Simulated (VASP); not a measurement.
# Fe2Co3 (R-3m) in VASP: notebook

Runs on Fe2Co3. Level: PBE. Tasks: single point.

All numbers are computed with VASP 6.6.1; they aren't measurements. Logs are shortened: lines on timing, memory, paths and dates and some standing lists are left out, and cuts for length are marked.

## (1) The cell of the first run

The structure is trigonal, space group R-3m (No. 166). Conventional cell: a = 3.940 Å, b = 3.940 Å, c = 12.063 Å, α = 90.00°, β = 90.00°, γ = 120.00°. Fe (site symmetry 3m) has 3 Fe at 2.41 Å and 11 Co at 2.41 to 2.79 Å within 3.2 Å. Within 3.2 Å of Co (site symmetry 3m) lie 7 Fe at 2.41 to 2.79 Å and 7 Co at 2.41 to 2.79 Å. Within 3.2 Å of Co (site symmetry -3m) lie 6 Co at 2.41 Å and 8 Fe at 2.41 to 2.79 Å.

## (2) Single point, PBE, collinear spin, ferromagnetic start

INCAR reads:

```
  PREC = Accurate
  ENCUT = 520
  EDIFF = 1E-6
  ISMEAR = 0
  SIGMA = 0.1
  LREAL = F
  LASPH = T
  NELM = 150
  ALGO = Fast
  ISIF = 2
  LWAVE = F
  LCHARG = F
  ISPIN = 2
  MAGMOM = 4 4 3 3 3
  LORBIT = 11
  LMAXMIX = 4
  GGA = PE
  NBANDS = 34
```

KPOINTS reads:

```
regular mesh
0
Gamma
  6 6 6
```

POSCAR reads:

```
Fe2Co3
1.0
    1.9698444500      1.1372902200      4.0209281400
   -1.9698444500      1.1372902200      4.0209281400
    0.0000000000     -2.2745804400      4.0209281400
Fe Co
2 3
Direct
    0.8000000000      0.8000000000      0.8000000000
    0.2000000000      0.2000000000      0.2000000000
    0.6000000000      0.6000000000      0.6000000000
    0.0000000000      0.0000000000      0.0000000000
    0.4000000000      0.4000000000      0.4000000000
```

Potentials or basis: VASP PAW PBE potentials, release 64 (Fe, Co).

On the command line:

```bash
$ cat potpaw_PBE.64/Fe/POTCAR potpaw_PBE.64/Co/POTCAR > POTCAR
$ mpirun -np 1 vasp_std > vasp.out
```

OUTCAR:

```text
PREC = Accurate
   ENCUT = 520
   EDIFF = 1E-6
   ISMEAR = 0
   LREAL = F
   LASPH = T
   NELM = 150
   ISIF = 2
   ISPIN = 2
   LORBIT = 11
   GGA = PE

 ion  position               nearest neighbor table
   1  0.800  0.800  0.800-   5 2.41   2 2.41   3 2.41   4 2.41   5 2.41   5 2.41   2 2.41   2 2.41
                             4 2.79   3 2.79   4 2.79   4 2.79   3 2.79   3 2.79
   2  0.200  0.200  0.200-   3 2.41   1 2.41   5 2.41   4 2.41   3 2.41   3 2.41   1 2.41   1 2.41
                             4 2.79   5 2.79   4 2.79   4 2.79   5 2.79   5 2.79
   3  0.600  0.600  0.600-   2 2.41   4 2.41   1 2.41   5 2.41   2 2.41   2 2.41   4 2.41   4 2.41
                             5 2.79   1 2.79   5 2.79   5 2.79   1 2.79   1 2.79
   4  0.000  0.000  0.000-   3 2.41   5 2.41   2 2.41   1 2.41   3 2.41   3 2.41   5 2.41   5 2.41
                             2 2.79   1 2.79   2 2.79   1 2.79   2 2.79   1 2.79
   5  0.400  0.400  0.400-   4 2.41   1 2.41   2 2.41   3 2.41   4 2.41   4 2.41   1 2.41   1 2.41
                             3 2.79   2 2.79   3 2.79   3 2.79   2 2.79   2 2.79

  LATTYP: Found a trigonal (rhomboedric) cell.
 ALAT       =     4.6196947203
 COS(alpha) =     0.6363636354

  Lattice vectors:

 A1 = (   1.9698444500,   1.1372902200,   4.0209281400)
 A2 = (  -1.9698444500,   1.1372902200,   4.0209281400)
 A3 = (   0.0000000000,  -2.2745804400,   4.0209281400)

Analysis of symmetry for initial positions (statically):
=====================================================================
 Subroutine PRICEL returns:
 Original cell was already a primitive cell.

 Routine SETGRP: Setting up the symmetry group for a
 trigonal (rhombohedral) supercell.

 Subroutine GETGRP returns: Found 12 space group operations
 (whereof 12 operations were pure point group operations)
 out of a pool of 12 trial point group operations.

The static configuration has the point symmetry D_3d.

Analysis of symmetry for dynamics (positions and initial velocities):
=====================================================================
 Subroutine PRICEL returns:
 Original cell was already a primitive cell.

 Routine SETGRP: Setting up the symmetry group for a
 trigonal (rhombohedral) supercell.

 Subroutine GETGRP returns: Found 12 space group operations
 (whereof 12 operations were pure point group operations)
 out of a pool of 12 trial point group operations.

The dynamic configuration has the point symmetry D_3d.

Analysis of structural, dynamic, and magnetic symmetry:
=====================================================================
 Subroutine PRICEL returns:
 Original cell was already a primitive cell.

 Routine SETGRP: Setting up the symmetry group for a
 trigonal (rhombohedral) supercell.

 Subroutine GETGRP returns: Found 12 space group operations
 (whereof 12 operations were pure point group operations)
 out of a pool of 12 trial point group operations.

[... 151 lines left out ...]
  ---------------------------------------------------
  ext. energy  EPLUGINS =         0.00000000
  ---------------------------------------------------
  free energy    TOTEN  =       -37.47352554 eV

  energy without entropy =      -37.44434976  energy(sigma->0) =      -37.45893765

 E-fermi :   9.0489     XC(G=0): -13.4112

 val. band max:        9.0392590096   @ k =   0.5000   0.3333   0.0000
 cond. band min:       9.0509620865   @ k =  -0.3333  -0.3333   0.1667
 fundamental gap:      0.0117030769
 Fermi energy:         9.0488954460

 spin component 1

 k-point     1 :       0.0000    0.0000    0.0000
  band No.  band energies     occupation
      1      -0.1609      1.00000
      2       4.4484      1.00000
      3       4.4484      1.00000
      4       4.5029      1.00000
      5       4.5029      1.00000
      6       4.9686      1.00000
[... 853 lines left out ...]
     32      17.6791      0.00000
     33      21.3309      0.00000

 [... further k-points ...]

 spin component 2

 k-point     1 :       0.0000    0.0000    0.0000
  band No.  band energies     occupation
      1      -0.0171      1.00000
      2       6.0424      1.00000
      3       6.0424      1.00000
      4       6.2644      1.00000
      5       6.2895      1.00000
      6       6.2895      1.00000
[... 853 lines left out ...]
     32      18.7038      0.00000
     33      22.0466      0.00000

 [... further k-points ...]

 [bands above 33 left out]

------------------------ aborting loop because EDIFF is reached ----------------------------------------

  FORCE on cell =-STRESS in cart. coord.  units (eV):
  Direction    XX          YY          ZZ          XY          YZ          ZX
  --------------------------------------------------------------------------------------
  -------------------------------------------------------------------------------------
  Total        3.8591522      3.8591522      3.4384563      0.0000000      0.0000000      0.0000000
  in kB      114.3988586    114.3988579    101.9279500      0.0000000      0.0000000      0.0000000
  external PRESSURE =     110.2418888 kB  Pullay stress =       0.0000000 kB

 VOLUME and BASIS-vectors are now :
 -----------------------------------------------------------------------------
  energy-cutoff  :      520.00
  volume of cell :       54.05
      direct lattice vectors                 reciprocal lattice vectors
     1.969844450  1.137290220  4.020928140     0.253827149  0.146547173  0.082899600
    -1.969844450  1.137290220  4.020928140    -0.253827149  0.146547173  0.082899600
     0.000000000 -2.274580440  4.020928140     0.000000000 -0.293094346  0.082899600

 POSITION                                       TOTAL-FORCE (eV/Angst)
 -----------------------------------------------------------------------------------
      0.00000      0.00000      9.65023         0.000000     -0.000000     -0.079033
      0.00000      0.00000      2.41256         0.000000     -0.000000      0.079033
      0.00000      0.00000      7.23767         0.000000     -0.000000      0.178191
      0.00000      0.00000      0.00000         0.000000     -0.000000      0.000000
      0.00000      0.00000      4.82511         0.000000      0.000000     -0.178191
 -----------------------------------------------------------------------------------
    total drift:                               -0.000000     -0.000000      0.000000

  FREE ENERGIE OF THE ION-ELECTRON SYSTEM (eV)
  ---------------------------------------------------
  free  energy   TOTEN  =       -37.4735255379 eV

  energy  without entropy=      -37.4443497626  energy(sigma->0) =      -37.45893765

 total charge

# of ion       s       p       d       tot
------------------------------------------
    1        0.496   0.562   6.262   7.320
    2        0.496   0.562   6.262   7.320
    3        0.504   0.559   7.250   8.313
    4        0.504   0.560   7.237   8.301
    5        0.504   0.559   7.250   8.313
--------------------------------------------------
tot          2.505   2.802  34.261  39.567

 magnetization (x)

# of ion       s       p       d       tot
------------------------------------------
    1        0.001  -0.034   2.579   2.545
    2        0.001  -0.034   2.579   2.545
    3       -0.010  -0.052   1.829   1.767
    4       -0.011  -0.056   1.865   1.799
    5       -0.010  -0.052   1.829   1.767
--------------------------------------------------
tot         -0.029  -0.229  10.680  10.422
```

Wall time 5.1 min (1 thread of AMD EPYC 7R13 (Zen 3), shared host); peak memory 0.26 GiB.

Results:

```yaml
Free_energy: -37.4735 eV
Pressure: 11.0 GPa
Largest_force: 0.178 eV/Å
Net_moment: 10.42 μB per cell
Site_moments: Fe +2.54; Co +1.77, +1.80 μB
Valence_electrons_inside_the_program's_atomic_spheres: Fe 7.32; Co 8.31, 8.30
```

Forces in eV/Å, atoms in the order of the input:
```
Fe   0.000  0.000 -0.079
Fe   0.000  0.000  0.079
Co   0.000  0.000  0.178
Co   0.000  0.000  0.000
Co   0.000  0.000 -0.178
```

## (3) Single point, PBE, collinear spin, ferromagnetic start

This run uses another cell than the first one, of 11.38 Å³/atom, 1.053 times its volume.

INCAR reads:

```
SYSTEM = Fe2Co3
PREC = Accurate
ENCUT = 520
EDIFF = 1E-6
ISMEAR = 0
SIGMA = 0.1
LREAL = .False.
LASPH = .True.
NELM = 150
ALGO = Fast
ISIF = 2
LWAVE = .False.
LCHARG = .False.
ISPIN = 2
MAGMOM = 4 4 3 3 3
LORBIT = 11
LMAXMIX = 4
GGA = PE
NBANDS = 34
```

KPOINTS reads:

```
Automatic mesh
0
Gamma
  6 6 6
  0 0 0
```

POSCAR reads:

```
Fe2Co3
1.0
    2.0063851764      1.1583870217      4.0800200985
   -2.0063851764      1.1583870217      4.0800200985
    0.0000000000     -2.3167740434      4.0800200985
Fe Co
2 3
Direct
    0.7996013112      0.7996013112      0.7996013112
    0.2003986888      0.2003986888      0.2003986888
    0.6008610744      0.6008610744      0.6008610744
    0.0000000000      0.0000000000      0.0000000000
    0.3991389256      0.3991389256      0.3991389256
```

Potentials or basis: VASP PAW PBE potentials, release 64 (Fe, Co).

On the command line:

```bash
$ cat potpaw_PBE.64/Fe/POTCAR potpaw_PBE.64/Co/POTCAR > POTCAR
$ mpirun -np 1 vasp_std > vasp.out
```

Run time: 5.1 min. Hardware: 1 thread of AMD EPYC 7R13 (Zen 3), shared host; peak memory 0.26 GiB.

It converged, with:

```
Free energy                                           : -37.5657 eV
Pressure                                              : -0.3 GPa
Largest force                                         : 0.021 eV/Å
Net moment                                            : 10.55 μB per cell
Site moments                                          : Fe +2.61; Co +1.78, +1.82 μB
Valence electrons inside the program's atomic spheres : Fe 7.21; Co 8.22, 8.21
```

Forces in eV/Å, atoms in the order of the input:
```
Fe   0.000  0.000 -0.010
Fe   0.000  0.000  0.010
Co   0.000  0.000  0.021
Co   0.000  0.000  0.000
Co   0.000  0.000 -0.021
```

Stress tensor (GPa, compression positive):
```
-0.25  0.00  0.00
 0.00 -0.25  0.00
 0.00  0.00 -0.42
```

Levels at points of the mesh, in eV from the Fermi level:
Spin up:
| k point | band 24 | band 25 | band 26 | band 27 | band 28 | band 29 | band 30 | band 31 |
| --- | --- | --- | --- | --- | --- | --- | --- | --- |
| (0.00, 0.00, 0.00) | -1.32 | -0.98 | -0.98 | 3.52 | 3.62 | 6.77 | 6.77 | 6.86 |
| (0.50, 0.00, 0.00) | -1.25 | -1.11 | -0.97 | -0.43 | 0.04 | 4.68 | 4.72 | 6.42 |
| (0.50, 0.50, 0.00) | -1.07 | -0.59 | -0.45 | -0.25 | -0.01 | 1.17 | 1.26 | 6.36 |
| (0.50, 0.50, 0.50) | -1.36 | -0.71 | -0.71 | -0.67 | 6.33 | 6.33 | 6.38 | 6.38 |
Spin down:
```tsv
k point	band 12	band 13	band 14	band 15	band 16	band 17	band 18	band 19	band 20	band 21
(0.00, 0.00, 0.00)	-1.57	-1.03	-1.01	-0.99	-0.99	0.41	0.41	0.60	0.60	0.91
(0.50, 0.00, 0.00)	-1.35	-1.31	-1.28	-0.20	-0.09	0.10	0.12	0.23	0.27	0.65
(0.50, 0.50, 0.00)	-1.71	-1.06	-0.73	-0.16	-0.14	0.07	0.27	0.49	0.49	0.82
(0.50, 0.50, 0.50)	-1.82	-1.33	-1.33	-0.01	0.29	0.29	0.59	0.59	0.86	1.15
```
